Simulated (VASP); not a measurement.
Write the native input for VASP 6.6.1 that does the following.

- Task: single point
- Functional: PBEsol
- Potentials or basis: VASP PAW PBE potentials, release 64 (Sr_sv, O)
- Cutoff: 520 eV
- k mesh: 8 × 8 × 8
- Occupations: gaussian, width 0.01 eV
- Spin: no spin polarisation
- Dipole correction: no
- Further INCAR settings: ALGO = Normal; EDIFF = 1e-06; NBANDS = 15

The structure of SrO lies in POSCAR:

```
SrO
1.0
    0.0000000000      2.5067843746      2.5067843746
    2.5067843746      0.0000000000      2.5067843746
    2.5067843746      2.5067843746      0.0000000000
Sr O
1 1
Direct
    0.5000000000      0.5000000000      0.5000000000
    0.0000000000      0.0000000000      0.0000000000
```

These files were run (other wordings do the same):

INCAR

```
SYSTEM = SrO
PREC = Accurate ; ENCUT = 520
EDIFF = 1E-6 ; ISMEAR = 0
SIGMA = 0.01 ; LREAL = .FALSE.
LASPH = .TRUE. ; NELM = 100
ALGO = Normal ; ISIF = 2
LWAVE = .FALSE. ; LCHARG = .FALSE.
GGA = PS ; NBANDS = 15
```

KPOINTS

```
regular mesh
0
G
  8 8 8
  0 0 0
```

Potentials or basis: VASP PAW PBE potentials, release 64 (Sr_sv, O).

Launch:

```bash
$ cat potpaw_PBE.64/Sr_sv/POTCAR potpaw_PBE.64/O/POTCAR > POTCAR
$ mpirun -np 1 vasp_std > vasp.out
```

It gave:

| Quantity | Value |
| --- | --- |
| Pressure | 7.9 GPa |
| Band gap on the k mesh | 3.09 eV, indirect (least direct gap 3.11 eV) |

Caveat: the PAW data sets were made with another functional, which shifts forces and pressure a little.

Wall time 13 s on 1 thread of Intel(R) Xeon(R) Platinum 8259CL CPU @ 2.50GHz (Skylake/Cascade Lake) (shared host), peak memory 0.16 GiB.
